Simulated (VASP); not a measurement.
# Li (P6_3/mmc) in VASP: further runs

Li is run at these levels: PBEsol; tasks: single point.

All numbers are computed with VASP 6.6.1; they aren't measurements. Logs are shortened: lines on timing, memory, paths and dates and some standing lists are left out, and cuts for length are marked.

**1. The cell of the first run**

The structure is hexagonal, space group P6_3/mmc (No. 194). Conventional cell: a = 2.308 Å, b = 2.308 Å, c = 3.773 Å, α = 90.00°, β = 90.00°, γ = 120.00°. Li (site symmetry -6m2) has 12 Li at 2.31 Å within 3.1 Å.

**2. Single point, PBEsol**

Input file INCAR:

```
SYSTEM = Li
PREC = Accurate
ENCUT = 520
EDIFF = 1E-6
ISMEAR = -1
SIGMA = 0.1
LREAL = .FALSE.
LASPH = .TRUE.
NELM = 100
ALGO = Normal
ISIF = 2
LWAVE = .FALSE.
LCHARG = .FALSE.
GGA = PS
NBANDS = 10
```

Input file KPOINTS:

```
regular mesh
0
G
  14 14 8
  0 0 0
```

Input file POSCAR:

```
Li
1.0
    2.3077956410      0.0000000000      0.0000000000
   -1.1538978205      1.9986096519      0.0000000000
    0.0000000000      0.0000000000      3.7727182542
Li
2
Direct
    0.3333333333      0.6666666667      0.2500000000
    0.6666666667      0.3333333333      0.7500000000
```

Potentials or basis: VASP PAW PBE potentials, release 64 (Li_sv).

Run with:

```bash
> cat potpaw_PBE.64/Li_sv/POTCAR > POTCAR
> mpirun -np 1 vasp_std > vasp.out
```

OUTCAR:

```text
SYSTEM = Li
   PREC = Accurate
   ENCUT = 520
   EDIFF = 1E-6
   ISMEAR = -1
   LREAL = .FALSE.
   LASPH = .TRUE.
   NELM = 100
   ISIF = 2
   GGA = PS

 ion  position               nearest neighbor table
   1  0.333  0.667  0.250-   2 2.31   2 2.31   2 2.31   2 2.31   2 2.31   2 2.31
   2  0.667  0.333  0.750-   1 2.31   1 2.31   1 2.31   1 2.31   1 2.31   1 2.31

  LATTYP: Found a hexagonal cell.
 ALAT       =     2.3077956410
 C/A-ratio  =     1.6347713754

  Lattice vectors:

 A1 = (   2.3077956410,   0.0000000000,   0.0000000000)
 A2 = (  -1.1538978205,   1.9986096519,   0.0000000000)
 A3 = (   0.0000000000,   0.0000000000,   3.7727182542)

Analysis of symmetry for initial positions (statically):
=====================================================================
 Subroutine PRICEL returns:
 Original cell was already a primitive cell.

 Routine SETGRP: Setting up the symmetry group for a
 hexagonal supercell.

 Subroutine GETGRP returns: Found 24 space group operations
 (whereof 12 operations were pure point group operations)
 out of a pool of 24 trial point group operations.

The static configuration has the point symmetry D_3d.
 The point group associated with its full space group is D_6h.

Analysis of symmetry for dynamics (positions and initial velocities):
=====================================================================
 Subroutine PRICEL returns:
 Original cell was already a primitive cell.

 Routine SETGRP: Setting up the symmetry group for a
 hexagonal supercell.

 Subroutine GETGRP returns: Found 24 space group operations
 (whereof 12 operations were pure point group operations)
 out of a pool of 24 trial point group operations.

The dynamic configuration has the point symmetry D_3d.
 The point group associated with its full space group is D_6h.

 Subroutine INISYM returns: Found 24 space group operations
 (whereof 12 operations are pure point group operations),
 and found     1 'primitive' translations

----------------------------------------------------------------------------------------

                                     Primitive cell

  volume of cell :      17.4012

  direct lattice vectors                    reciprocal lattice vectors
     2.307795641  0.000000000  0.000000000     0.433313931  0.250173914  0.000000000
    -1.153897820  1.998609652  0.000000000     0.000000000  0.500347829  0.000000000
     0.000000000  0.000000000  3.772718254     0.000000000  0.000000000  0.265060875

  length of vectors
     2.307795641  2.307795641  3.772718254     0.500347829  0.500347829  0.265060875

  position of ions in fractional coordinates (direct lattice)
     0.333333333  0.666666667  0.250000000
     0.666666667  0.333333333  0.750000000

  ion indices of the primitive-cell ions
   primitive index   ion index
                 1           1
                 2           2

----------------------------------------------------------------------------------------

 KPOINTS: regular mesh

Automatic generation of k-mesh.
 Grid dimensions read from file:
 generate k-points for:   14   14    8

 Generating k-lattice:

  Cartesian coordinates                     Fractional coordinates (reciprocal lattice)
     0.030950995  0.017869565  0.000000000     0.071428571  0.000000000  0.000000000
     0.000000000  0.035739131  0.000000000     0.000000000  0.071428571  0.000000000
     0.000000000  0.000000000  0.033132609     0.000000000  0.000000000  0.125000000

  Length of vectors
     0.035739131  0.035739131  0.033132609

  Shift w.r.t. Gamma in fractional coordinates (k-lattice)
     0.000000000  0.000000000  0.000000000

 Subroutine IBZKPT returns following result:
 ===========================================

 Found    120 irreducible k-points:

 Following reciprocal coordinates:
            Coordinates               Weight
  0.000000  0.000000  0.000000      1.000000
  0.071429 -0.000000  0.000000      6.000000
  0.142857 -0.000000  0.000000      6.000000
  0.214286 -0.000000  0.000000      6.000000
  0.285714 -0.000000  0.000000      6.000000
  0.357143 -0.000000  0.000000      6.000000
[... 16 lines left out ...]
  0.285714  0.285714  0.000000      6.000000
  0.357143  0.285714  0.000000      6.000000
 [... further k-points ...]
   k-points           NKPTS =    120   k-points in BZ     NKDIM =    120   number of bands    NBANDS=     10
   number of dos      NEDOS =    301   number of ions     NIONS =      2
   total plane-waves  NPLWV =   9072
   dimension x,y,z NGX =    18 NGY =   18 NGZ =   28
   dimension x,y,z NGXF=    36 NGYF=   36 NGZF=   56
   ions per type =               2
   NGX,Y,Z   is equivalent  to a cutoff of  12.97, 12.97, 12.34 a.u.
   NGXF,Y,Z  is equivalent  to a cutoff of  25.93, 25.93, 24.68 a.u.
 SYSTEM =  Li
   PREC   = accura    normal or accurate (medium, high low for compatibility)
   ISTART =      0    job   : 0-new  1-cont  2-samecut
   ICHARG =      2    charge: 1-file 2-atom 10-const
   ISPIN  =      1    spin polarized calculation?
   LNONCOLLINEAR =      F non collinear calculations
   LSORBIT =      F    spin-orbit coupling
   LASPH  =      T    aspherical Exc in radial PAW
   ENCUT  =  520.0 eV  38.22 Ry    6.18 a.u.   4.29  4.29  7.01*2*pi/ulx,y,z
   NELM   =    100;   NELMIN=  2; NELMDL= -5     # of ELM steps
   EDIFF  = 0.1E-05   stopping-criterion for ELM
   LREAL  =      F    real-space projection
   EDIFFG = 0.1E-04   stopping-criterion for IOM
   NSW    =      0    number of steps for IOM
   IBRION =     -1    ionic relax: 0-MD 1-quasi-New 2-CG
   NFREE  =      0    steps in history (QN), initial steepest desc. (CG)
   ISIF   =      2    stress and relaxation
   ISYM   =      2    0-nonsym 1-usesym 2-fastsym
   POTIM  = 0.5000    time-step for ionic-motion
   TEBEG  =    0.0;   TEEND  =   0.0 temperature during run
   PSTRESS=    0.0 pullay stress
   NELECT =       6.0000    total number of electrons
   NUPDOWN=      -1.0000    fix difference up-down
   EMIN   =  10.00;   EMAX   =-10.00  energy-range for DOS
   EFERMI =   0.00;   METHOD = LEGACY
   ISMEAR =    -1;   SIGMA  =   0.10  broadening in eV -4-tet -1-fermi 0-gaus
   EFERMI_NEDOS =   21; number of points for ismear=-14 and -15
   IALGO  =     38    algorithm
   IMIX   =      4    mixing-type and parameters
     AMIX     =   0.40;   BMIX     =  1.00
     AMIX_MAG =   1.60;   BMIX_MAG =  1.00
  volume/ion in A,a.u.               =       8.70        58.71
  Fermi-wavevector in a.u.,A,eV,Ry     =   1.147974  2.169356 17.930357  1.317844
  Thomas-Fermi vector in A             =   2.284651
   LORBIT       =      0    0 simple, 1 ext, 2 COOP (PROOUT), +10 PAW based schemes
   GGA     = PS    functional components
   LHFCALC =     F    Hartree Fock is set to
   AEXX    =    0.0000 exact exchange contribution
   IVDW    =     0    specifies the selected vdW correction
   LEPSILON=     F    determine dielectric tensor
   LRPA    =     F    only Hartree local field effects (RPA)
 non-spin polarized calculation
  energy-cutoff  :      520.00
  volume of cell :       17.40
 maximum number of plane-waves:       494
 NGX is ok and might be reduce to    18

 number of electron       5.9999988 magnetization

 Free energy of the ion-electron system (eV)
  ---------------------------------------------------
  ext. energy  EPLUGINS =         0.00000000
  ---------------------------------------------------
  free energy    TOTEN  =        -2.13520853 eV

  energy without entropy =       -2.11139013  energy(sigma->0) =       -2.12329933

 E-fermi :   4.0311     XC(G=0):  -9.4438

 val. band max:        3.9849109319   @ k =   0.2857   0.1429   0.5000
 cond. band min:       4.0746548121   @ k =   0.4286   0.1429   0.0000
 fundamental gap:      0.0897438802
 Fermi energy:         4.0310630980

 k-point     1 :       0.0000    0.0000    0.0000
  band No.  band energies     occupation
      1     -41.0875      2.00000
      2     -40.7241      2.00000
      3       0.0683      2.00000
      4       3.4150      1.99579
      5      11.2764      0.00000
      6      25.9363      0.00000
      7      25.9364      0.00000
      8      28.2527      0.00000
      9      28.2527      0.00000
     10      29.5115      0.00000

 k-point     2 :       0.0714   -0.0000    0.0000
  band No.  band energies     occupation
      1     -41.0718      2.00000
      2     -40.7171      2.00000
      3       0.1468      2.00000
      4       3.6039      1.97246
      5      11.1771      0.00000
      6      24.4908      0.00000
      7      24.7720      0.00000
      8      28.4516      0.00000
      9      29.0623      0.00000
     10      29.3591      0.00000

 k-point     3 :       0.1429   -0.0000    0.0000
  band No.  band energies     occupation
      1     -41.0264      2.00000
      2     -40.6973      2.00000
      3       0.3891      2.00000
      4       4.1707      0.39678
      5      10.8863      0.00000
      6      21.7554      0.00000
      7      23.0466      0.00000
      8      28.3999      0.00000
      9      28.9575      0.00000
     10      29.1059      0.00000

 k-point     4 :       0.2143   -0.0000    0.0000
  band No.  band energies     occupation
      1     -40.9595      2.00000
      2     -40.6703      2.00000
      3       0.8056      2.00000
      4       5.1139      0.00004
      5      10.3804      0.00000
      6      19.1460      0.00000
      7      21.5061      0.00000
      8      25.6547      0.00000
      9      25.9222      0.00000
     10      28.5489      0.00000
[... 222 lines left out ...]
 k-point    22 :       0.3571    0.2143    0.0000
  band No.  band energies     occupation
      1     -40.6872      2.00000
      2     -40.6176      2.00000
      3       4.4712      0.02422
      4       7.5244      0.00000
      5      10.7464      0.00000
      6      12.4311      0.00000
      7      15.2733      0.00000
      8      15.4498      0.00000
      9      21.0710      0.00000
     10      25.5583      0.00000

 k-point    23 :       0.2857    0.2857    0.0000
  band No.  band energies     occupation
      1     -40.6813      2.00000
      2     -40.6185      2.00000
      3       4.6032      0.00653
      4       8.7344      0.00000
      5       8.9958      0.00000
      6      12.3174      0.00000
      7      15.0995      0.00000
      8      16.8669      0.00000
      9      19.2181      0.00000
     10      26.1877      0.00000

 k-point    24 :       0.3571    0.2857    0.0000
  band No.  band energies     occupation
      1     -40.6561      2.00000
      2     -40.6289      2.00000
      3       5.4082      0.00000
      4       7.7727      0.00000
      5       8.8511      0.00000
      6      14.0893      0.00000
      7      14.7530      0.00000
      8      15.2383      0.00000
      9      18.5218      0.00000
     10      26.2256      0.00000

 [... further k-points ...]

------------------------ aborting loop because EDIFF is reached ----------------------------------------

  FORCE on cell =-STRESS in cart. coord.  units (eV):
  Direction    XX          YY          ZZ          XY          YZ          ZX
  --------------------------------------------------------------------------------------
  -------------------------------------------------------------------------------------
  Total        5.0643314      5.0643314      5.0966745      0.0000000      0.0000000      0.0000000
  in kB      466.2866691    466.2866691    469.2645814      0.0000000      0.0000000      0.0000000
  external PRESSURE =     467.2793065 kB  Pullay stress =       0.0000000 kB

 VOLUME and BASIS-vectors are now :
 -----------------------------------------------------------------------------
  energy-cutoff  :      520.00
  volume of cell :       17.40
      direct lattice vectors                 reciprocal lattice vectors
     2.307795641  0.000000000  0.000000000     0.433313931  0.250173914  0.000000000
    -1.153897820  1.998609652  0.000000000     0.000000000  0.500347829  0.000000000
     0.000000000  0.000000000  3.772718254     0.000000000  0.000000000  0.265060875

 POSITION                                       TOTAL-FORCE (eV/Angst)
 -----------------------------------------------------------------------------------
     -0.00000      1.33241      0.94318        -0.000000      0.000000      0.000000
      1.15390      0.66620      2.82954         0.000000     -0.000000      0.000000
 -----------------------------------------------------------------------------------
    total drift:                               -0.000000      0.000000      0.000000

  FREE ENERGIE OF THE ION-ELECTRON SYSTEM (eV)
  ---------------------------------------------------
  free  energy   TOTEN  =        -2.1352085279 eV

  energy  without entropy=       -2.1113901335  energy(sigma->0) =       -2.12329933
```

Run time: 6.8 s. Hardware: 1 thread of Intel Xeon 6975P-C (Granite Rapids), shared host; peak memory 0.13 GiB.

Results:

```yaml
Free_energy: -2.1352 eV
Band_gap_on_the_k_mesh: zero (band 3 reaches 6.89 eV, above the bottom of band 4 at 1.18 eV)
```

Caveat: the cutoff is under 1.25 times the usual one of these potentials, so pressure, stress and relaxed cells hold a basis-set (Pulay) error; the PAW data sets were made with another functional, which shifts forces and pressure a little.

**3. Single point, PBEsol**

Input file INCAR:

```
PREC = Accurate ; ENCUT = 520
EDIFF = 1E-7 ; ISMEAR = -1
SIGMA = 0.1 ; LREAL = F
LASPH = T ; NELM = 80
ALGO = Normal ; ISIF = 2
LWAVE = F ; LCHARG = F
GGA = PS ; NBANDS = 10
```

Input file KPOINTS:

```
regular mesh
0
Gamma
  14 14 8
```

POSCAR is that of step 2.

Potentials or basis: VASP PAW PBE potentials, release 64 (Li_sv).

Run with:

```bash
> cat potpaw_PBE.64/Li_sv/POTCAR > POTCAR
> mpirun -np 1 vasp_std > vasp.out
```

OUTCAR:

```text
PREC = Accurate
   ENCUT = 520
   EDIFF = 1E-7
   ISMEAR = -1
   LREAL = F
   LASPH = T
   NELM = 80
   ISIF = 2
   GGA = PS

 ion  position               nearest neighbor table
   1  0.333  0.667  0.250-   2 2.31   2 2.31   2 2.31   2 2.31   2 2.31   2 2.31
   2  0.667  0.333  0.750-   1 2.31   1 2.31   1 2.31   1 2.31   1 2.31   1 2.31

  LATTYP: Found a hexagonal cell.
 ALAT       =     2.3077956410
 C/A-ratio  =     1.6347713754

  Lattice vectors:

 A1 = (   2.3077956410,   0.0000000000,   0.0000000000)
 A2 = (  -1.1538978205,   1.9986096519,   0.0000000000)
 A3 = (   0.0000000000,   0.0000000000,   3.7727182542)

Analysis of symmetry for initial positions (statically):
=====================================================================
 Subroutine PRICEL returns:
 Original cell was already a primitive cell.

 Routine SETGRP: Setting up the symmetry group for a
 hexagonal supercell.

 Subroutine GETGRP returns: Found 24 space group operations
 (whereof 12 operations were pure point group operations)
 out of a pool of 24 trial point group operations.

The static configuration has the point symmetry D_3d.
[... 171 lines left out ...]
  band No.  band energies     occupation
      1     -41.0873      2.00000
      2     -40.7239      2.00000
      3       0.0683      2.00000
      4       3.4149      1.99579
      5      11.2764      0.00000
      6      25.9363      0.00000
      7      25.9363      0.00000
      8      28.2526      0.00000
      9      28.2527      0.00000
     10      29.5114      0.00000
[... 287 lines left out ...]
 k-point    24 :       0.3571    0.2857    0.0000
  band No.  band energies     occupation
      1     -40.6559      2.00000
      2     -40.6287      2.00000
      3       5.4082      0.00000
      4       7.7727      0.00000
      5       8.8511      0.00000
      6      14.0893      0.00000
      7      14.7530      0.00000
      8      15.2383      0.00000
      9      18.5217      0.00000
     10      26.2227      0.00000

 [... further k-points ...]

------------------------ aborting loop because EDIFF is reached ----------------------------------------

  FORCE on cell =-STRESS in cart. coord.  units (eV):
  Direction    XX          YY          ZZ          XY          YZ          ZX
  --------------------------------------------------------------------------------------
  -------------------------------------------------------------------------------------
  Total        5.0642281      5.0642281      5.0965766     -0.0000000      0.0000000      0.0000000
  in kB      466.2771567    466.2771567    469.2555685     -0.0000000      0.0000000      0.0000000
  external PRESSURE =     467.2699607 kB  Pullay stress =       0.0000000 kB

 VOLUME and BASIS-vectors are now :
 -----------------------------------------------------------------------------
  energy-cutoff  :      520.00
  volume of cell :       17.40
      direct lattice vectors                 reciprocal lattice vectors
     2.307795641  0.000000000  0.000000000     0.433313931  0.250173914  0.000000000
    -1.153897820  1.998609652  0.000000000     0.000000000  0.500347829  0.000000000
     0.000000000  0.000000000  3.772718254     0.000000000  0.000000000  0.265060875

 POSITION                                       TOTAL-FORCE (eV/Angst)
 -----------------------------------------------------------------------------------
     -0.00000      1.33241      0.94318         0.000000     -0.000000      0.000000
      1.15390      0.66620      2.82954        -0.000000      0.000000      0.000000
 -----------------------------------------------------------------------------------
    total drift:                               -0.000000      0.000000      0.000000

  FREE ENERGIE OF THE ION-ELECTRON SYSTEM (eV)
  ---------------------------------------------------
  free  energy   TOTEN  =        -2.1352085846 eV

  energy  without entropy=       -2.1113901942  energy(sigma->0) =       -2.12329939
```

OSZICAR:

```text
N       E                     dE             d eps       ncg     rms          rms(c)
DAV:   1     0.219590296634E+02    0.21959E+02   -0.33176E+03  2440   0.655E+02
DAV:   2    -0.988587453525E+00   -0.22948E+02   -0.21463E+02  3352   0.114E+02
DAV:   3    -0.201896697601E+01   -0.10304E+01   -0.10180E+01  3308   0.255E+01
DAV:   4    -0.204977399212E+01   -0.30807E-01   -0.30747E-01  3266   0.258E+00
DAV:   5    -0.204987709376E+01   -0.10310E-03   -0.10310E-03  2994   0.170E-01    0.174E+00
DAV:   6    -0.209655606388E+01   -0.46679E-01   -0.15890E-02  2616   0.810E-01    0.112E+00
DAV:   7    -0.213494897677E+01   -0.38393E-01   -0.65716E-02  2448   0.150E+00    0.103E-01
DAV:   8    -0.213520945041E+01   -0.26047E-03   -0.14879E-03  3222   0.306E-01    0.331E-02
DAV:   9    -0.213520263098E+01    0.68194E-05   -0.91223E-05  2690   0.109E-01    0.351E-03
DAV:  10    -0.213520911139E+01   -0.64804E-05   -0.21786E-05  2748   0.428E-02    0.421E-03
DAV:  11    -0.213520852797E+01    0.58343E-06   -0.83612E-07  3408   0.820E-03    0.309E-04
DAV:  12    -0.213520858457E+01   -0.56606E-07   -0.22746E-08  2318   0.145E-03
   1 F= -.21352086E+01 E0= -.21232994E+01  d E =-.238184E-01
```

It took 9.6 s on 1 thread of Intel Xeon 6975P-C (Granite Rapids), shared host; peak memory 0.12 GiB.

What came out:

- Free energy: -2.1352 eV
- Band gap on the k mesh: zero (band 3 reaches 6.89 eV, above the bottom of band 4 at 1.18 eV)

Caveat: the cutoff is under 1.25 times the usual one of these potentials, so pressure, stress and relaxed cells hold a basis-set (Pulay) error; the PAW data sets were made with another functional, which shifts forces and pressure a little.
